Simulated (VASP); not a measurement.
Sb5S2:

```xyz
7
Lattice="5.3671 -4.2404 0.0000 5.3671 4.2404 0.0000 -2.4090 0.0000 4.7353" Properties=species:S:1:pos:R:3 pbc="T T T"
Sb    0.0000    0.0000    0.0000
Sb    4.5291   -2.2249    3.5939
Sb    3.7961   -2.2249    1.1414
Sb    3.7961    2.2249    1.1414
Sb    4.5291    2.2249    3.5939
S     1.8723    0.0000    3.0372
S     6.4528    0.0000    1.6981
```

The cell was generated, and may not be a known phase.

```yaml
Program: VASP 6.6.1
Task: relaxation of cell and atoms
Functional: PBE
Potentials_or_basis: VASP PAW PBE potentials, release 64 (Sb, S)
Cutoff: 600 eV
k_mesh: 3 × 3 × 4
Occupations: gaussian, width 0.2 eV
Spin: no spin polarisation
```

At the start: pressure 2.0 GPa; volume 30.79 Å³/atom.

Q: Where does the relaxation end?

A: Over 30 steps the energy falls by 687.3 meV/atom and the volume is 29.57 Å³/atom (-4.0 %); space group C2/m (No. 12, to 0.1 Å) before and after.

Step by step:
```tsv
step	energy change (eV)	largest force (eV/Å)	pressure (GPa)	volume (Å³)
1	0.0000	2.4970	2.00	215.54
2	-0.8962	1.1047	-3.42	227.02
3	-0.8993	1.1081	-3.50	227.39
4	-1.6952	1.4009	-1.17	208.49
5	-2.1251	1.9393	5.57	183.21
6	-2.4233	1.6645	5.54	181.21
7	-2.9424	0.9542	6.16	174.66
8	-2.9405	0.5460	7.05	171.18
9	-3.3595	0.3342	2.07	182.09
10	-3.4401	0.5471	-1.93	194.69
11	-3.4522	0.4850	-1.09	191.59
12	-3.5915	0.4693	-0.93	191.81
13	-3.9541	0.5290	-0.22	191.92
14	-4.0959	0.4251	2.99	189.74
15	-4.1648	0.3268	1.73	190.71
16	-4.2985	0.3913	0.37	195.80
17	-4.3964	0.5365	-1.47	204.12
18	-4.5053	0.4274	-0.52	202.07
19	-4.5300	0.3996	0.24	200.62
20	-4.5589	0.3810	0.13	201.53
21	-4.6211	0.3390	-0.12	204.21
22	-4.6543	0.3681	-0.43	209.35
23	-4.6850	0.3420	-0.26	208.58
24	-4.7396	0.2842	0.40	206.18
25	-4.7437	0.2767	0.74	205.12
26	-4.7781	0.1203	-0.59	209.08
27	-4.7782	0.1289	-0.64	209.23
28	-4.8027	0.1023	0.01	207.09
29	-4.8036	0.1179	0.18	206.59
30	-4.8109	0.0696	-0.02	207.01
```

Final structure:
```xyz
7
Lattice="4.2080 -3.7439 -0.5541 4.2080 3.7439 -0.5541 -2.8943 0.0000 6.9511" Properties=species:S:1:pos:R:3 pbc="T T T"
Sb    0.0000    0.0000    0.0000
Sb    3.2594   -1.8524    4.6614
Sb    2.2623   -1.8524    1.1816
Sb    2.2623    1.8524    1.1816
Sb    3.2594    1.8524    4.6614
S     0.6836    0.0000    4.6607
S     4.8382    0.0000    1.1823
```

Caveat: a cell axis changed by over 15 % at a fixed basis, so the end point is rough; this functional lacks dispersion, which binds layers or chains, so the pressure and a relaxed spacing across them are unreliable; an odd number of electrons without spin polarisation forces a metal; a magnetic or distorted state may lie lower; the relaxation stopped at a loose force limit of 0.08 eV/Å, so its end isn't a converged minimum.
